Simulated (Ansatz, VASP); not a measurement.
# One calculation of K, two programs

INCAR

```
SYSTEM = K
ALGO     = Normal         ! electronic algorithm
EDIFF    = 1E-6           ! SCF threshold, eV
ENCUT    = 520            ! plane-wave cutoff, eV
GGA      = CA             ! functional
ISIF     = 2              ! what is computed and relaxed
ISMEAR   = -1             ! smearing method
LASPH    = .True.         ! aspherical terms in the spheres
LCHARG   = .False.        ! write CHGCAR
LREAL    = .False.        ! projectors in reciprocal space
LWAVE    = .False.        ! write WAVECAR
NBANDS   = 10             ! bands
NELM     = 60             ! most SCF steps
PREC     = Accurate       ! precision mode
SIGMA    = 0.01           ! smearing width, eV
```

The input KPOINTS:

```
k-points
0
Gamma
  9 9 9
  0 0 0
```

The input POSCAR:

```
K
1.0
   -2.5241928768      2.5241928768      2.5241928768
    2.5241928768     -2.5241928768      2.5241928768
    2.5241928768      2.5241928768     -2.5241928768
K
1
Direct
    0.0000000000      0.0000000000      0.0000000000
```

Input for Ansatz:

```yaml
crystal:
  lattice:
    - [-2.5241928768, 2.5241928768, 2.5241928768]
    - [2.5241928768, -2.5241928768, 2.5241928768]
    - [2.5241928768, 2.5241928768, -2.5241928768]
  atoms:
    - { symbol: K, position: [0.0, 0.0, 0.0] }
hamiltonian:
  xc: lda
  pseudopotentials:
    kind: paw
    azcp:
      K: "pseudopotentials/K.paw.azcp"
basis:
  ecutwfc: 420
  fft_grid_basis: typed
kpoints:
  mp_grid: { grid: [9, 9, 9], shift: [0, 0, 0] }
magnetization:
  spin_polarized: false
scf:
  occupations: { method: fermi_dirac, width: 0.01 }
  lower_state_search: "off"
output:
  stress: true
```

Alike in both runs: task single point; functional LDA; k mesh 9 × 9 × 9; occupations fermi-dirac, width 0.01 eV; no spin polarisation.

|  | VASP | Ansatz |
| --- | --- | --- |
| version | VASP 6.6.1 | Ansatz 0.2.0 |
| potentials or method | VASP PAW LDA potentials, release 64 (K_sv), cutoff 520 eV | plane waves (420 eV) with PAW, scalar-relativistic |
| valence electrons in the cell | 9 | 9 |

```csv
,VASP,Ansatz,Ansatz less VASP
pressure (GPa),0.0,0.0,+0.02
```

Ansatz warns that its potentials were made for another functional, while VASP's fit it. LDA's correlation is that of Perdew and Zunger in VASP and of Perdew and Wang (1992) in Ansatz.
